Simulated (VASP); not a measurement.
# KF (Fm-3m) in VASP: further runs

The runs below take KF through single point, relaxation of volume and atoms at fixed shape, with PBE.

All numbers are computed with VASP 6.6.1; they aren't measurements. Logs are shortened: lines on timing, memory, paths and dates and some standing lists are left out, and cuts for length are marked.

## (1) The cell of the first run

It takes space group Fm-3m (No. 225, cubic). The conventional cell has a = 5.419 Å, b = 5.419 Å, c = 5.419 Å, α = 90.00°, β = 90.00°, γ = 90.00°. Within 3.6 Å of K (site symmetry m-3m) lie 6 F at 2.71 Å. F (site symmetry m-3m) has 6 K at 2.71 Å within 3.6 Å.

## (2) Single point, PBE

INCAR

```
PREC     = Accurate       # precision mode
ENCUT    = 600            # plane-wave cutoff, eV
EDIFF    = 1E-6           # SCF threshold, eV
ISMEAR   = -1             # smearing method
SIGMA    = 0.01           # smearing width, eV
LREAL    = F              # projectors in reciprocal space
LASPH    = T              # aspherical terms in the spheres
NELM     = 120            # most SCF steps
ALGO     = Normal         # electronic algorithm
ISIF     = 2              # what is computed and relaxed
LWAVE    = F              # write WAVECAR
LCHARG   = F              # write CHGCAR
GGA      = PE             # functional
NBANDS   = 15             # bands
GGA_COMPAT= F
```

KPOINTS

```
Automatic mesh
0
Gamma
  7 7 7
```

POSCAR

```
KF
1.0
    0.0000000000      2.7094549674      2.7094549674
    2.7094549674      0.0000000000      2.7094549674
    2.7094549674      2.7094549674      0.0000000000
K F
1 1
Direct
    0.0000000000      0.0000000000      0.0000000000
    0.5000000000      0.5000000000      0.5000000000
```

Potentials or basis: VASP PAW PBE potentials, release 64 (K_sv, F).

Run with:

```
> cat potpaw_PBE.64/K_sv/POTCAR potpaw_PBE.64/F/POTCAR > POTCAR
> mpirun -np 1 vasp_std > vasp.out
```

OUTCAR:

```text
PREC = Accurate
   ENCUT = 600
   EDIFF = 1E-6
   ISMEAR = -1
   LREAL = F
   LASPH = T
   NELM = 120
   ISIF = 2
   GGA = PE

 ion  position               nearest neighbor table
   1  0.000  0.000  0.000-   2 2.71   2 2.71   2 2.71   2 2.71   2 2.71   2 2.71
   2  0.500  0.500  0.500-   1 2.71   1 2.71   1 2.71   1 2.71   1 2.71   1 2.71

  LATTYP: Found a face centered cubic cell.
 ALAT       =     5.4189099348

  Lattice vectors:

 A1 = (   0.0000000000,   2.7094549674,   2.7094549674)
 A2 = (   2.7094549674,   0.0000000000,   2.7094549674)
 A3 = (   2.7094549674,   2.7094549674,   0.0000000000)

Analysis of symmetry for initial positions (statically):
=====================================================================
 Subroutine PRICEL returns:
 Original cell was already a primitive cell.

 Routine SETGRP: Setting up the symmetry group for a
 face centered cubic supercell.

 Subroutine GETGRP returns: Found 48 space group operations
 (whereof 48 operations were pure point group operations)
 out of a pool of 48 trial point group operations.

The static configuration has the point symmetry O_h .

Analysis of symmetry for dynamics (positions and initial velocities):
=====================================================================
 Subroutine PRICEL returns:
 Original cell was already a primitive cell.

 Routine SETGRP: Setting up the symmetry group for a
 face centered cubic supercell.

 Subroutine GETGRP returns: Found 48 space group operations
 (whereof 48 operations were pure point group operations)
 out of a pool of 48 trial point group operations.

The dynamic configuration has the point symmetry O_h .

 Subroutine INISYM returns: Found 48 space group operations
 (whereof 48 operations are pure point group operations),
 and found     1 'primitive' translations

----------------------------------------------------------------------------------------

                                     Primitive cell

  volume of cell :      39.7810

  direct lattice vectors                    reciprocal lattice vectors
     0.000000000  2.709454967  2.709454967    -0.184538959  0.184538959  0.184538959
     2.709454967  0.000000000  2.709454967     0.184538959 -0.184538959  0.184538959
     2.709454967  2.709454967  0.000000000     0.184538959  0.184538959 -0.184538959

  length of vectors
     3.831747962  3.831747962  3.831747962     0.319630854  0.319630854  0.319630854

  position of ions in fractional coordinates (direct lattice)
     0.000000000  0.000000000  0.000000000
     0.500000000  0.500000000  0.500000000

  ion indices of the primitive-cell ions
   primitive index   ion index
                 1           1
                 2           2

----------------------------------------------------------------------------------------

 KPOINTS: Automatic mesh

Automatic generation of k-mesh.
 Grid dimensions read from file:
 generate k-points for:    7    7    7

 Generating k-lattice:

  Cartesian coordinates                     Fractional coordinates (reciprocal lattice)
    -0.026362708  0.026362708  0.026362708     0.142857143  0.000000000  0.000000000
     0.026362708 -0.026362708  0.026362708     0.000000000  0.142857143  0.000000000
     0.026362708  0.026362708 -0.026362708     0.000000000  0.000000000  0.142857143

  Length of vectors
     0.045661551  0.045661551  0.045661551

  Shift w.r.t. Gamma in fractional coordinates (k-lattice)
     0.000000000  0.000000000  0.000000000

 Subroutine IBZKPT returns following result:
 ===========================================

 Found     20 irreducible k-points:

 Following reciprocal coordinates:
            Coordinates               Weight
  0.000000  0.000000  0.000000      1.000000
  0.142857  0.000000  0.000000      8.000000
  0.285714  0.000000  0.000000      8.000000
  0.428571  0.000000  0.000000      8.000000
  0.142857  0.142857  0.000000      6.000000
  0.285714  0.142857  0.000000     24.000000
[... 12 lines left out ...]
 -0.428571  0.428571  0.142857     24.000000
 -0.285714  0.428571  0.142857     24.000000
   k-points           NKPTS =     20   k-points in BZ     NKDIM =     20   number of bands    NBANDS=     15
   number of dos      NEDOS =    301   number of ions     NIONS =      2
   total plane-waves  NPLWV =  32768
   dimension x,y,z NGX =    32 NGY =   32 NGZ =   32
   dimension x,y,z NGXF=    64 NGYF=   64 NGZF=   64
   ions per type =               1   1
   NGX,Y,Z   is equivalent  to a cutoff of  13.88, 13.88, 13.88 a.u.
   NGXF,Y,Z  is equivalent  to a cutoff of  27.77, 27.77, 27.77 a.u.
 SYSTEM =  unknown system
   PREC   = accura    normal or accurate (medium, high low for compatibility)
   ISTART =      0    job   : 0-new  1-cont  2-samecut
   ICHARG =      2    charge: 1-file 2-atom 10-const
   ISPIN  =      1    spin polarized calculation?
   LNONCOLLINEAR =      F non collinear calculations
   LSORBIT =      F    spin-orbit coupling
   LASPH  =      T    aspherical Exc in radial PAW
   ENCUT  =  600.0 eV  44.10 Ry    6.64 a.u.   7.65  7.65  7.65*2*pi/ulx,y,z
   NELM   =    120;   NELMIN=  2; NELMDL= -5     # of ELM steps
   EDIFF  = 0.1E-05   stopping-criterion for ELM
   LREAL  =      F    real-space projection
   EDIFFG = 0.1E-04   stopping-criterion for IOM
   NSW    =      0    number of steps for IOM
   IBRION =     -1    ionic relax: 0-MD 1-quasi-New 2-CG
   NFREE  =      0    steps in history (QN), initial steepest desc. (CG)
   ISIF   =      2    stress and relaxation
   ISYM   =      2    0-nonsym 1-usesym 2-fastsym
   POTIM  = 0.5000    time-step for ionic-motion
   TEBEG  =    0.0;   TEEND  =   0.0 temperature during run
   PSTRESS=    0.0 pullay stress
   NELECT =      16.0000    total number of electrons
   NUPDOWN=      -1.0000    fix difference up-down
   EMIN   =  10.00;   EMAX   =-10.00  energy-range for DOS
   EFERMI =   0.00;   METHOD = LEGACY
   ISMEAR =    -1;   SIGMA  =   0.01  broadening in eV -4-tet -1-fermi 0-gaus
   EFERMI_NEDOS =   21; number of points for ismear=-14 and -15
   IALGO  =     38    algorithm
   IMIX   =      4    mixing-type and parameters
     AMIX     =   0.40;   BMIX     =  1.00
     AMIX_MAG =   1.60;   BMIX_MAG =  1.00
  volume/ion in A,a.u.               =      19.89       134.23
  Fermi-wavevector in a.u.,A,eV,Ry     =   1.208434  2.283609 19.868757  1.460312
  Thomas-Fermi vector in A             =   2.344042
   LORBIT       =      0    0 simple, 1 ext, 2 COOP (PROOUT), +10 PAW based schemes
   GGA     = PE    functional components
   LHFCALC =     F    Hartree Fock is set to
   AEXX    =    0.0000 exact exchange contribution
   IVDW    =     0    specifies the selected vdW correction
   LEPSILON=     F    determine dielectric tensor
   LRPA    =     F    only Hartree local field effects (RPA)
 non-spin polarized calculation
  energy-cutoff  :      600.00
  volume of cell :       39.78
 maximum number of plane-waves:      1363
   NGX = 15   NGY = 15   NGZ = 15

 number of electron      15.9999994 magnetization

 Free energy of the ion-electron system (eV)
  ---------------------------------------------------
  ext. energy  EPLUGINS =         0.00000000
  ---------------------------------------------------
  free energy    TOTEN  =        -8.30111003 eV

  energy without entropy =       -8.30111003  energy(sigma->0) =       -8.30111003

 E-fermi :  -2.7060     XC(G=0):  -8.2153

 val. band max:       -2.9144325195   @ k =   0.0000   0.0000   0.0000
 cond. band min:       3.0386552189   @ k =   0.0000   0.0000   0.0000
 fundamental gap:      5.9530877384
 Fermi energy:        -2.7059611703

 k-point     1 :       0.0000    0.0000    0.0000
  band No.  band energies     occupation
      1     -29.1691      2.00000
      2     -21.5489      2.00000
      3     -12.4485      2.00000
      4     -12.4485      2.00000
      5     -12.4485      2.00000
      6      -2.9144      2.00000
      7      -2.9144      2.00000
      8      -2.9144      2.00000
      9       3.0387      0.00000
     10       7.6481      0.00000
     11       7.6481      0.00000
     12       7.6481      0.00000
     13       9.2651      0.00000
     14       9.2651      0.00000
     15      13.7477      0.00000

 k-point     2 :       0.1429    0.0000    0.0000
  band No.  band energies     occupation
      1     -29.1547      2.00000
      2     -21.5615      2.00000
      3     -12.4964      2.00000
      4     -12.4550      2.00000
      5     -12.4550      2.00000
      6      -3.0818      2.00000
      7      -2.9752      2.00000
      8      -2.9752      2.00000
      9       3.5767      0.00000
     10       7.3438      0.00000
     11       7.9066      0.00000
     12       7.9066      0.00000
     13       9.4373      0.00000
     14       9.4373      0.00000
     15      14.6499      0.00000

 k-point     3 :       0.2857    0.0000    0.0000
  band No.  band energies     occupation
      1     -29.1219      2.00000
      2     -21.5900      2.00000
      3     -12.6030      2.00000
      4     -12.4696      2.00000
      5     -12.4696      2.00000
      6      -3.4058      2.00000
      7      -3.1088      2.00000
      8      -3.1088      2.00000
      9       4.8548      0.00000
     10       6.9960      0.00000
     11       8.4924      0.00000
     12       8.4924      0.00000
     13       9.9957      0.00000
     14       9.9957      0.00000
     15      15.0277      0.00000
[... 271 lines left out ...]
 k-point    19 :      -0.4286    0.4286    0.1429
  band No.  band energies     occupation
      1     -29.0762      2.00000
      2     -21.5727      2.00000
      3     -12.8428      2.00000
      4     -12.6802      2.00000
      5     -12.5633      2.00000
      6      -3.2218      2.00000
      7      -3.1311      2.00000
      8      -3.0271      2.00000
      9       5.8344      0.00000
     10       7.0807      0.00000
     11       8.1817      0.00000
     12      10.3412      0.00000
     13      10.7436      0.00000
     14      11.5808      0.00000
     15      12.1576      0.00000

 k-point    20 :      -0.2857    0.4286    0.1429
  band No.  band energies     occupation
      1     -29.0735      2.00000
      2     -21.5796      2.00000
      3     -12.8062      2.00000
      4     -12.7281      2.00000
      5     -12.5354      2.00000
      6      -3.3011      2.00000
      7      -3.1055      2.00000
      8      -3.1031      2.00000
      9       6.3514      0.00000
     10       7.0304      0.00000
     11       8.0889      0.00000
     12      10.2705      0.00000
     13      10.7088      0.00000
     14      11.4372      0.00000
     15      12.8484      0.00000

------------------------ aborting loop because EDIFF is reached ----------------------------------------

  FORCE on cell =-STRESS in cart. coord.  units (eV):
  Direction    XX          YY          ZZ          XY          YZ          ZX
  --------------------------------------------------------------------------------------
  -------------------------------------------------------------------------------------
  Total        0.0022132      0.0022132      0.0022132      0.0000000     -0.0000000     -0.0000000
  in kB        0.0891378      0.0891378      0.0891378      0.0000000     -0.0000000     -0.0000000
  external PRESSURE =       0.0891378 kB  Pullay stress =       0.0000000 kB

 VOLUME and BASIS-vectors are now :
 -----------------------------------------------------------------------------
  energy-cutoff  :      600.00
  volume of cell :       39.78
      direct lattice vectors                 reciprocal lattice vectors
     0.000000000  2.709454967  2.709454967    -0.184538959  0.184538959  0.184538959
     2.709454967  0.000000000  2.709454967     0.184538959 -0.184538959  0.184538959
     2.709454967  2.709454967  0.000000000     0.184538959  0.184538959 -0.184538959

 POSITION                                       TOTAL-FORCE (eV/Angst)
 -----------------------------------------------------------------------------------
      0.00000      0.00000      0.00000        -0.000000      0.000000      0.000000
      2.70945      2.70945      2.70945         0.000000     -0.000000     -0.000000
 -----------------------------------------------------------------------------------
    total drift:                                0.000000     -0.000000      0.000000

  FREE ENERGIE OF THE ION-ELECTRON SYSTEM (eV)
  ---------------------------------------------------
  free  energy   TOTEN  =        -8.3011100282 eV

  energy  without entropy=       -8.3011100282  energy(sigma->0) =       -8.30111003
```

Wall time 25 s (1 thread of Intel Xeon 8259CL, shared host); peak memory 0.17 GiB.

Results:

```yaml
Free_energy: -8.3011 eV
Pressure: 0.0 GPa
Band_gap_on_the_k_mesh: 5.95 eV
```

Levels at points of the mesh, in eV from the valence-band top:
| k point | band 6 | band 7 | band 8 | band 9 | band 10 | band 11 |
| --- | --- | --- | --- | --- | --- | --- |
| (0.00, 0.00, 0.00) | 0.00 | 0.00 | 0.00 | 5.95 | 10.56 | 10.56 |

## (3) Relaxation of volume and atoms at fixed shape, PBE

This run uses another cell than the first one, of 19.07 Å³/atom.

INCAR

```
SYSTEM = KF
PREC = Accurate
ENCUT = 600
EDIFF = 1E-7
ISMEAR = -1
SIGMA = 0.01
LREAL = .FALSE.
LASPH = .TRUE.
NELM = 120
ALGO = Normal
ISIF = 8
LWAVE = .FALSE.
LCHARG = .FALSE.
GGA = PE
IBRION = 2
NSW = 80
EDIFFG = -0.01
GGA_COMPAT = .FALSE.
NELMIN = 4
```

KPOINTS

```
regular mesh
0
G
  7 7 7
  0 0 0
```

POSCAR

```
KF
1.0
    0.0000000000      2.6718500000      2.6718500000
    2.6718500000      0.0000000000      2.6718500000
    2.6718500000      2.6718500000      0.0000000000
K F
1 1
Direct
    0.0000000000      0.0000000000      0.0000000000
    0.5000000000      0.5000000000      0.5000000000
```

Potentials or basis: VASP PAW PBE potentials, release 64 (K_sv, F).

Run with:

```
> cat potpaw_PBE.64/K_sv/POTCAR potpaw_PBE.64/F/POTCAR > POTCAR
> mpirun -np 1 vasp_std > vasp.out
```

OUTCAR:

```text
SYSTEM = KF
   PREC = Accurate
   ENCUT = 600
   EDIFF = 1E-7
   ISMEAR = -1
   LREAL = .FALSE.
   LASPH = .TRUE.
   NELM = 120
   ISIF = 8
   GGA = PE
   IBRION = 2
   NSW = 80
   EDIFFG = -0.01
   NELMIN = 4

 ion  position               nearest neighbor table
   1  0.000  0.000  0.000-   2 2.67   2 2.67   2 2.67   2 2.67   2 2.67   2 2.67
   2  0.500  0.500  0.500-   1 2.67   1 2.67   1 2.67   1 2.67   1 2.67   1 2.67

  LATTYP: Found a face centered cubic cell.
 ALAT       =     5.3437000000

  Lattice vectors:

 A1 = (   0.0000000000,   2.6718500000,   2.6718500000)
 A2 = (   2.6718500000,   0.0000000000,   2.6718500000)
[... 179 lines left out ...]
  -------------------------------------------------------------------------------------
  Total        0.3289768      0.3289768      0.3289768     -0.0000000     -0.0000000      0.0000000
  in kB       13.8168690     13.8168690     13.8168690     -0.0000000     -0.0000000      0.0000000
  external PRESSURE =      13.8168690 kB  Pullay stress =       0.0000000 kB
[... 59 lines left out ...]
--------------------------------------- Ionic step        3  -------------------------------------------

 number of electron      15.9999992 magnetization

 Free energy of the ion-electron system (eV)
  ---------------------------------------------------
  ext. energy  EPLUGINS =         0.00000000
  ---------------------------------------------------
  free energy    TOTEN  =        -8.29896662 eV

  energy without entropy =       -8.29896662  energy(sigma->0) =       -8.29896662

 E-fermi :  -2.6591     XC(G=0):  -8.2081

 val. band max:       -2.9175094974   @ k =   0.0000   0.0000   0.0000
 cond. band min:       3.0267897395   @ k =   0.0000   0.0000   0.0000
 fundamental gap:      5.9442992369
 Fermi energy:        -2.6591077876

 k-point     1 :       0.0000    0.0000    0.0000
  band No.  band energies     occupation
      1     -29.1778      2.00000
      2     -21.5517      2.00000
      3     -12.4581      2.00000
      4     -12.4581      2.00000
      5     -12.4581      2.00000
      6      -2.9175      2.00000
      7      -2.9175      2.00000
      8      -2.9175      2.00000
      9       3.0268      0.00000
     10       7.6394      0.00000
     11       7.6394      0.00000
     12       7.6394      0.00000
[... 312 lines left out ...]
  FREE ENERGIE OF THE ION-ELECTRON SYSTEM (eV)
  ---------------------------------------------------
  free  energy   TOTEN  =        -8.2989666200 eV

  energy  without entropy=       -8.2989666200  energy(sigma->0) =       -8.29896662

 reached required accuracy - stopping structural energy minimisation
```

OSZICAR:

```text
N       E                     dE             d eps       ncg     rms          rms(c)
DAV:   1     0.131517183368E+03    0.13152E+03   -0.93723E+03   480   0.146E+03
DAV:   2    -0.404325729070E+01   -0.13556E+03   -0.12531E+03   616   0.353E+02
DAV:   3    -0.940509343042E+01   -0.53618E+01   -0.53092E+01   616   0.667E+01
[... 27 lines left out ...]
DAV:   4    -0.829882979709E+01    0.10059E-02   -0.38487E-03   860   0.496E-01    0.278E-01
DAV:   5    -0.829895689721E+01   -0.12710E-03   -0.23785E-04   764   0.106E-01    0.577E-02
DAV:   6    -0.829896851701E+01   -0.11620E-04   -0.12343E-04   836   0.796E-02    0.990E-03
DAV:   7    -0.829896669920E+01    0.18178E-05   -0.20049E-06   548   0.149E-02    0.103E-03
DAV:   8    -0.829896662002E+01    0.79180E-07   -0.42134E-08   396   0.230E-03
   3 F= -.82989666E+01 E0= -.82989666E+01  d E =-.698055E-02
```

CONTCAR:

```text
KF
   1.00000000000000
     0.0000000000000000    2.7109286698237716    2.7109286698237716
     2.7109286698237716    0.0000000000000000    2.7109286698237716
     2.7109286698237716    2.7109286698237716    0.0000000000000000
  K               F
     1     1
Direct
     0.0000000000000000    0.0000000000000000    0.0000000000000000
     0.5000000000000000    0.5000000000000000    0.5000000000000000

  0.00000000E+00  0.00000000E+00  0.00000000E+00
  0.00000000E+00  0.00000000E+00  0.00000000E+00
```

It took 40 s on 1 thread of Intel Xeon 8259CL, shared host; peak memory 0.18 GiB.

What came out:

```yaml
Free_energy: -8.2990 eV
Relaxed_volume: 19.92 Å³/atom
Relaxed_cell: a = 3.834 Å, b = 3.834 Å, c = 3.834 Å, α = 60.00°, β = 60.00°, γ = 60.00°
Space_group_after_relaxing_to_0.1_Å: Fm-3m (No. 225)
Energy_gained_by_relaxing: 3.5 meV/atom
Ionic_steps: 3
Pressure_after_relaxing: 0.0 GPa
Band_gap_on_the_k_mesh: 5.94 eV
```

The path:
| step | energy change (eV) | largest force (eV/Å) | pressure (GPa) | volume (Å³) |
| --- | --- | --- | --- | --- |
| 1 | 0.0000 | 0.0000 | 1.38 | 38.15 |
| 2 | -0.0056 | 0.0000 | 0.59 | 39.06 |
| 3 | -0.0070 | 0.0000 | -0.01 | 39.85 |

Final structure:
```cif
data_structure
_symmetry_space_group_name_H-M 'P 1'
_symmetry_Int_Tables_number 1
_cell_length_a 3.8338
_cell_length_b 3.8338
_cell_length_c 3.8338
_cell_angle_alpha 60.000
_cell_angle_beta 60.000
_cell_angle_gamma 60.000
_cell_volume 39.85
loop_
_atom_site_label
_atom_site_type_symbol
_atom_site_fract_x
_atom_site_fract_y
_atom_site_fract_z
_atom_site_occupancy
K1 K 0.00000 0.00000 0.00000 1
F1 F 0.50000 0.50000 0.50000 1
```

PBE gaps usually lie below the measured ones, often by a third to a half. Zero-point motion and thermal expansion aren't in these numbers.
